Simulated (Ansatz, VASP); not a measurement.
**Two plane-wave programs on K3TaO3**

Contents of INCAR:

```
  ALGO = Normal
  EDIFF = 1E-6
  ENCUT = 520
  GGA = PE
  ISIF = 2
  ISMEAR = 0
  LASPH = T
  LCHARG = F
  LREAL = F
  LWAVE = F
  NBANDS = 69
  NELM = 60
  PREC = Accurate
  SIGMA = 0.1
```

Contents of KPOINTS:

```
k-points
0
Gamma
  2 2 2
```

File POSCAR:

```
K3TaO3
1.0
    0.0000000000      0.0000000000      5.9328266463
    4.6902981222     -5.7870401580      0.0000000000
    4.6902981222      5.7870401580      0.0000000000
K Ta O
6 2 6
Direct
    0.7500000000      0.3944316564      0.6055683436
    0.7500000000      0.9027305217      0.6869033257
    0.7500000000      0.3130966743      0.0972694783
    0.2500000000      0.6055683436      0.3944316564
    0.2500000000      0.6869033257      0.9027305217
    0.2500000000      0.0972694783      0.3130966743
    0.7500000000      0.7988645945      0.2011354055
    0.2500000000      0.2011354055      0.7988645945
    0.7500000000      0.0502319215      0.2998700489
    0.7500000000      0.7001299511      0.9497680785
    0.7500000000      0.6367226174      0.3632773826
    0.2500000000      0.2998700489      0.0502319215
    0.2500000000      0.9497680785      0.7001299511
    0.2500000000      0.3632773826      0.6367226174
```

Input for Ansatz:

```yaml
crystal:
  lattice:
    - [0.0, 0.0, 5.9328266463]
    - [4.6902981222, -5.787040158, 0.0]
    - [4.6902981222, 5.787040158, 0.0]
  atoms:
    - { symbol: K, position: [0.75, 0.3944316564, 0.6055683436] }
    - { symbol: K, position: [0.75, 0.9027305217, 0.6869033257] }
    - { symbol: K, position: [0.75, 0.3130966743, 0.0972694783] }
    - { symbol: K, position: [0.25, 0.6055683436, 0.3944316564] }
    - { symbol: K, position: [0.25, 0.6869033257, 0.9027305217] }
    - { symbol: K, position: [0.25, 0.0972694783, 0.3130966743] }
    - { symbol: Ta, position: [0.75, 0.7988645945, 0.2011354055] }
    - { symbol: Ta, position: [0.25, 0.2011354055, 0.7988645945] }
    - { symbol: O, position: [0.75, 0.0502319215, 0.2998700489] }
    - { symbol: O, position: [0.75, 0.7001299511, 0.9497680785] }
    - { symbol: O, position: [0.75, 0.6367226174, 0.3632773826] }
    - { symbol: O, position: [0.25, 0.2998700489, 0.0502319215] }
    - { symbol: O, position: [0.25, 0.9497680785, 0.7001299511] }
    - { symbol: O, position: [0.25, 0.3632773826, 0.6367226174] }
basis:
  ecutwfc: 420
kpoints:
  mp_grid: { grid: [2, 2, 2] }
hamiltonian:
  xc: pbe
scf:
  occupations: { method: gaussian, width: 0.1 }
  lower_state_search: "off"
output:
  forces: true
  stress: true
  eigenvalues: true
```

Alike in both runs: task single point; functional PBE; k mesh 2 × 2 × 2; occupations gaussian, width 0.1 eV; no spin polarisation.

```csv
,VASP,Ansatz
version,VASP 6.6.1,Ansatz 0.2.0
potentials or method,"VASP PAW PBE potentials, release 64 (K_sv, Ta_pv, O), cutoff 520 eV","scalar-relativistic, plane waves, PAW"
valence electrons in the cell,112,116
```

|  | VASP | Ansatz | Ansatz less VASP |
| --- | --- | --- | --- |
| gap on the k mesh at the Fermi level (eV) | 1.83 | 1.81 | -0.017 |
| least direct gap on the mesh (eV) | 1.85 | 1.83 | -0.017 |
| pressure (GPa) | 0.4 | 0.0 | -0.33 |
| traceless stress, the component that is largest in VASP (GPa) | -0.10 | 0.25 | +0.346 |
| rms of the force components (eV/Å) | 0.077 | 0.015 | -0.0620 |

Atom by atom the forces differ by 0.065 eV/Å (rms over components). The functional is the same, so the differences come from potentials, cutoffs and numerics. VASP's potentials hold 112 valence electrons a cell and Ansatz's 116, so a difference there can come from the potentials and not from the codes.

The k mesh is coarse, so the values compare programs but aren't converged. Neither program's run includes spin-orbit coupling.
